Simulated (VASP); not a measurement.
**Ti12Si: single point with PBE**

Ti12Si, a slab with vacuum:

```xyz
13
Lattice="5.8151 0.0000 0.0000 -2.9075 5.0360 0.0000 0.0000 0.0000 19.9935" Properties=species:S:1:pos:R:3 pbc="T T T"
Ti    1.4538    0.8393    4.0000
Ti    0.0000    3.3573    4.0000
Ti    4.3613    0.8393    4.0000
Ti    2.9075    3.3573    4.0000
Ti    0.0000    1.6787    6.2468
Ti   -1.4538    4.1967    6.2468
Ti    2.9075    1.6787    6.2468
Ti    1.4538    4.1967    6.2468
Ti    0.0000    0.0000    8.4935
Ti   -1.4538    2.5180    8.4935
Ti    2.9075    0.0000    8.4935
Ti    1.4538    2.5180    8.4935
Si    0.7269    0.4197   10.6544
```

- Program: VASP 6.6.1
- Task: single point
- Functional: PBE
- Potentials or basis: VASP PAW PBE potentials, release 64 (Ti_sv, Si)
- Cutoff: 520 eV
- k mesh: 6 × 6 × 1
- Occupations: gaussian, width 0.1 eV
- Spin: no spin polarisation

- Largest force: 1.598 eV/Å
- Band gap on the k mesh: zero (bands 74 and 75 overlap by 0.61 eV)

Forces on the atoms (eV/Å):
```
Ti  -0.007 -0.004  0.011
Ti  -0.049 -0.028  0.022
Ti   0.002  0.029  0.067
Ti   0.026 -0.012  0.067
Ti  -0.048  0.256 -0.269
Ti   0.197 -0.169 -0.269
Ti   0.049  0.028 -0.085
Ti  -0.129 -0.075 -0.196
Ti   0.019  0.011 -1.598
Ti   0.271  0.157  0.802
Ti  -0.634  0.104  0.713
Ti  -0.227 -0.601  0.713
Si   0.528  0.305  0.022
```

Levels at points of the mesh, in eV from the Fermi level:
```
           k point  band 71  band 72  band 73  band 74  band 75  band 76  band 77  band 78
(0.00, 0.00, 0.00)    -0.01     0.39     0.41     0.48     0.49     0.71     0.73     0.80
(0.50, 0.00, 0.00)    -0.41    -0.37    -0.32    -0.20    -0.13    -0.04    -0.03     0.05
(0.00, 0.50, 0.00)    -0.40    -0.34    -0.30    -0.20    -0.12    -0.04     0.00     0.01
```

Wall time 75 min on 1 thread of Intel Xeon 8259CL (shared host), peak memory 0.97 GiB.
